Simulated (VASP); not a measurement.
**AgB2Au: relaxation of cell and atoms with PBE**

Crystal: AgB2Au.

```
CELL_PARAMETERS angstrom
3.16461 0.00000 0.00000
0.00000 3.27288 0.00000
0.00000 0.00000 5.67429
ATOMIC_POSITIONS crystal
Ag 0.50000 0.00000 0.00000
B 0.00000 0.00000 0.66113
B 0.00000 0.00000 0.33887
Au 0.50000 0.00000 0.50000
```

```yaml
Program: VASP 6.6.1
Task: relaxation of cell and atoms
Functional: PBE
Potentials_or_basis: VASP PAW PBE potentials, release 64 (Ag, B, Au)
Cutoff: 600 eV
k_mesh: 6 × 6 × 4
Occupations: gaussian, width 0.1 eV
Spin: no spin polarisation
Dipole_correction: no
Further_INCAR_settings: ALGO = Normal; EDIFF = 1e-07; IBRION = 2; EDIFFG = -0.04; NSW = 90; ISIF = 3
```

```
Relaxed volume                         : 22.61 Å³/atom
Relaxed cell                           : a = 3.775 Å, b = 4.579 Å, c = 5.232 Å, α = 90.00°, β = 90.00°, γ = 90.00°
Space group after relaxing (to 0.05 Å) : Pmmm (No. 47)
Energy gained by relaxing              : 937.5 meV/atom
Ionic steps                            : 35
Pressure after relaxing                : -0.1 GPa
Largest force after relaxing           : 0.023 eV/Å
Band gap on the k mesh                 : zero (band 14 reaches 2.96 eV, above the bottom of band 15 at 2.12 eV)
```

Forces on the atoms (eV/Å):
```
Ag   0.000  0.000  0.000
B    0.000  0.000 -0.023
B    0.000  0.000  0.023
Au   0.000  0.000  0.000
```

Stress tensor (GPa, compression positive):
```
 0.02  0.00  0.00
 0.00 -0.14  0.00
 0.00  0.00 -0.09
```

The path:
```tsv
step	energy change (eV)	largest force (eV/Å)	pressure (GPa)	volume (Å³)
1	0.0000	5.9990	48.24	58.77
2	1.0239	1.2155	-15.35	100.67
3	-3.1265	0.6670	-9.06	73.15
4	-3.1999	0.3546	-6.58	71.64
5	-3.2204	0.0776	-4.10	70.38
6	-3.5936	0.2882	-1.67	67.02
7	-3.6688	0.3295	0.26	65.46
8	-3.6740	0.3054	1.59	64.69
9	-3.6752	0.3161	1.17	64.92
10	-3.6890	0.3353	0.07	65.86
11	-3.6918	0.3040	-0.64	66.51
12	-3.6992	0.1276	-0.19	66.76
13	-3.7015	0.0577	0.26	66.99
14	-3.7047	0.0455	0.28	67.12
15	-3.7057	0.0363	0.31	67.24
16	-3.7064	0.0095	0.12	67.43
17	-3.7074	0.0687	-0.45	67.99
18	-3.7077	0.0681	-0.43	68.04
19	-3.7087	0.0664	-0.38	68.16
20	-3.7105	0.0623	-0.25	68.42
21	-3.7132	0.0563	0.05	68.92
22	-3.7161	0.0692	0.67	69.91
23	-3.7091	0.0499	2.31	71.80
24	-3.7163	0.0718	0.86	70.19
25	-3.7174	0.0907	0.79	70.55
26	-3.7206	0.1451	0.59	71.63
27	-3.7250	0.2070	0.34	73.77
28	-3.7306	0.3185	0.12	78.04
29	-3.7350	0.3473	0.16	86.49
30	-3.7367	0.3587	0.03	82.88
31	-3.7411	0.2881	0.28	84.47
32	-3.7434	0.1858	0.69	86.87
33	-3.7467	0.1859	0.31	87.96
34	-3.7490	0.1609	-0.37	90.04
35	-3.7499	0.0230	-0.07	90.44
```

Final structure:
```
Ag B Au
1.0
     3.77503    0.00000    0.00000
     0.00000    4.57929    0.00000
     0.00000    0.00000    5.23183
Ag B Au
1 2 1
Direct
  0.50000 0.00000 0.00000
  0.00000 0.00000 0.66899
  0.00000 0.00000 0.33101
  0.50000 0.00000 0.50000
```

Levels at points of the mesh, in eV from the Fermi level:
```tsv
k point	band 10	band 11	band 12	band 13	band 14	band 15	band 16	band 17	band 18
(0.00, 0.00, 0.00)	-3.82	-3.56	-3.38	-1.51	-1.43	0.24	4.33	4.70	6.31
(0.50, 0.00, 0.00)	-3.90	-3.36	-2.90	-2.34	-0.65	1.10	2.00	3.56	4.19
(0.00, 0.50, 0.00)	-3.82	-3.38	-3.36	-2.55	-1.45	0.39	3.63	3.74	6.51
(0.50, 0.50, 0.00)	-3.76	-3.37	-2.73	-2.21	-0.51	1.22	1.28	1.84	3.02
(0.00, 0.00, 0.50)	-4.41	-3.96	-3.77	-0.76	-0.23	1.25	2.93	3.91	5.15
(0.50, 0.00, 0.50)	-4.20	-4.01	-4.00	-1.99	-1.90	1.52	2.04	3.42	6.04
(0.00, 0.50, 0.50)	-4.16	-3.98	-3.45	-1.59	-0.19	1.23	1.30	4.73	5.86
(0.50, 0.50, 0.50)	-4.27	-3.93	-3.59	-1.74	-1.58	1.42	1.64	2.59	3.46
```

It took 25 min on 1 thread of Intel(R) Xeon(R) Platinum 8259CL CPU @ 2.50GHz (Skylake/Cascade Lake) (shared host), peak memory 0.26 GiB.

Caveat: the volume moved by over 15 % at a fixed basis, so the end points are rough; spin-orbit coupling is left out, which moves the levels of the heavy elements.
